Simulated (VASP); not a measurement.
## Ga: electric field gradients with PBE

Crystal: Ga.

```xyz
2
Lattice="1.4245 -4.1473 0.0000 1.4245 4.1473 0.0000 -0.1210 0.0000 3.3299" Properties=species:S:1:pos:R:3 pbc="T T T"
Ga    1.3942   -3.0607    0.8325
Ga    1.3338    3.0607    2.4974
```

This cell differs from its parent crystal: equal xx and yy strain of +3 %.

- Program: VASP 6.6.1
- Task: electric field gradients
- Functional: PBE
- Potentials or basis: VASP PAW PBE potentials, release 64 (Ga_d)
- Cutoff: 520 eV
- k mesh: 14 × 14 × 11
- Occupations: fermi-dirac, width 0.03 eV
- Spin: no spin polarisation
- Dipole correction: no
- Further INCAR settings: ALGO = Normal; EDIFF = 1e-08; NBANDS = 20

```yaml
Pressure: -1.0 GPa
Largest_force: 0.169 eV/Å
Band_gap_on_the_k_mesh: zero (bands 13 and 14 overlap by 7.97 eV)
Largest_electric_field_gradient_by_atom: Ga +21.6 V/Å²
```

Forces on the atoms (eV/Å):
```
Ga   0.000  0.169  0.000
Ga   0.000 -0.169  0.000
```

Stress tensor (GPa, compression positive):
```
-1.12  0.00  0.22
 0.00 -1.04  0.00
 0.22  0.00 -0.85
```

Levels at points of the mesh, in eV from the Fermi level:
```
           k point  band 9  band 10  band 11  band 12  band 13  band 14  band 15  band 16  band 17  band 18
(0.00, 0.00, 0.00)  -14.75   -14.63   -10.79    -2.08    -1.89     2.08     5.74     8.87     9.54    10.00
(0.50, 0.00, 0.00)  -14.68   -14.65    -6.08    -4.86    -1.37    -0.28     5.73     6.31     8.37     8.73
(0.50, 0.50, 0.00)  -14.72   -14.68    -8.80    -8.33     4.27     4.81     5.88     6.08     6.89    10.38
```

Electric field gradients, principal values (V/Å²):
| atom | least | middle | greatest (by size) |
| --- | --- | --- | --- |
| 1 Ga | -4.071 | -17.523 | 21.595 |
| 2 Ga | -4.071 | -17.523 | 21.595 |

It took 20 min on 1 thread of Intel Xeon 8259CL, with other jobs on the host, peak memory 0.44 GiB.

Caveat: the cell differs from its parent crystal (equal xx and yy strain of +3 %); without QUAD_EFG the Cq values of the log hold for a quadrupole moment of 1 mb, not for the nuclei.
